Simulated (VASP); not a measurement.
A run of VASP 6.6.1 is set up as follows.

The input POSCAR:

```
TePb
1.0
    0.0000000000      3.6414940692      3.6414940692
    3.6414940692      0.0000000000      3.6414940692
    3.6414940692      3.6414940692      0.0000000000
Pb Te
1 1
Direct
    0.0000000000      0.0000000000      0.0000000000
    0.2500000000      0.2500000000      0.2500000000
```

INCAR.step1

```
PREC = Accurate
ENCUT = 520
EDIFF = 1E-5
ISMEAR = 0
SIGMA = 0.01
LREAL = False
LASPH = True
NELM = 80
ALGO = Normal
ISIF = 2
LWAVE = True
LCHARG = False
GGA = PE
NBANDS = 17
```

INCAR.step2

```
PREC = Accurate
ENCUT = 520
EDIFF = 1E-6
ISMEAR = 0
SIGMA = 0.01
LREAL = False
LASPH = True
NELM = 80
ALGO = Normal
ISIF = 2
LWAVE = False
LCHARG = False
GGA = PE
LHFCALC = True
HFSCREEN = 0.2079
PRECFOCK = Normal
ISTART = 1
NBANDS = 17
```

KPOINTS

```
regular mesh
0
Gamma
  4 4 4
```

Potentials or basis: VASP PAW PBE potentials, release 64 (Pb_d, Te).

Launch:

```console
$ cat potpaw_PBE.64/Pb_d/POTCAR potpaw_PBE.64/Te/POTCAR > POTCAR
$ cp INCAR.step1 INCAR
$ mpirun -np 1 vasp_std > vasp.out
$ cp INCAR.step2 INCAR
$ mpirun -np 1 vasp_std > vasp.out
```

(1) Estimate the pressure.

(2) Predict the band gap on the k mesh.

Results:

(1) -0.1 GPa.

(2) 0.96 eV, indirect (least direct gap 1.62 eV).

Caveat: the PAW data sets were made with another functional, which shifts forces and pressure a little; spin-orbit coupling is left out, which moves the levels of the heavy elements.
